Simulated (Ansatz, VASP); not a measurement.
## One calculation of Ru, two programs

```xyz
1
Lattice="-1.5085 1.5085 1.5085 1.5085 -1.5085 1.5085 1.5085 1.5085 -1.5085" Properties=species:S:1:pos:R:3 pbc="T T T"
Ru    0.0000    0.0000    0.0000
```

Alike in both runs: task single point; functional PBEsol; k mesh 8 × 8 × 8; occupations gaussian, width 0.1 eV; no spin polarisation.

```csv
,VASP,Ansatz
version,VASP 6.6.1,Ansatz 0.2.0
potentials or method,"VASP PAW PBE potentials, release 64 (Ru_pv), cutoff 500 eV","scalar-relativistic, plane waves, PAW"
valence electrons in the cell,14,16
```

```csv
,VASP,Ansatz,Ansatz less VASP
gap on the k mesh at the Fermi level (eV),none,none,-
pressure (GPa),0.0,0.0,+0.03
```

VASP's potentials were made for PBE, not for PBEsol. A gap of «none» marks a metal or a gap that the smearing closes. VASP's potentials hold 14 valence electrons a cell and Ansatz's 16, so a difference there can come from the potentials and not from the codes.

The k mesh is coarse, so the values compare programs but aren't converged.
